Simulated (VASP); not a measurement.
Runs of VASP 6.6.1 on CoSn. The structure is that of space group P6/mmm (No. 191), or close to it. The cells are those of the table. 

```csv
cell,further INCAR settings,gap on the mesh (eV),pressure (GPa)
"a = 4.873, b = 4.873, c = 4.230 Å, angles 90.0, 90.0, 120.0°, 6 atoms",ALGO = Fast; EDIFF = 1e-06; NBANDS = 44,none,(a)
"a = 4.873, b = 4.873, c = 3.892 Å, angles 90.0, 90.0, 120.0°, 6 atoms",ALGO = Fast; EDIFF = 1e-06; NBANDS = 44,none,58.1
"a = 5.085, b = 5.085, c = 3.892 Å, angles 90.0, 90.0, 120.0°, 6 atoms",ALGO = Fast; EDIFF = 1e-06; NBANDS = 44,none,(b)
"a = 4.873, b = 4.873, c = 4.061 Å, angles 90.0, 90.0, 120.0°, 6 atoms",ALGO = Fast; EDIFF = 1e-06; NBANDS = 44,none,44.1
"a = 4.873, b = 4.873, c = 4.399 Å, angles 90.0, 90.0, 120.0°, 6 atoms",ALGO = Fast; EDIFF = 1e-07; NBANDS = 44,none,25.2
```

Alike in all rows: task single point; level PBE; potentials or basis VASP PAW PBE potentials, release 64 (Co, Sn_d); no spin polarisation; k mesh 12 × 12 × 12; cutoff (eV) 520; smearing gaussian 0.15 eV.

Problem. Estimate the missing entries.

Solution. (a) 33.3; (b) 31.7.

Caveats: spin-orbit coupling is left out, which moves the levels of the heavy elements.

A k mesh can miss the band edges, and the runs leave out spin-orbit coupling on Sn.

A gap of «none» marks levels without a gap at the run's occupations.
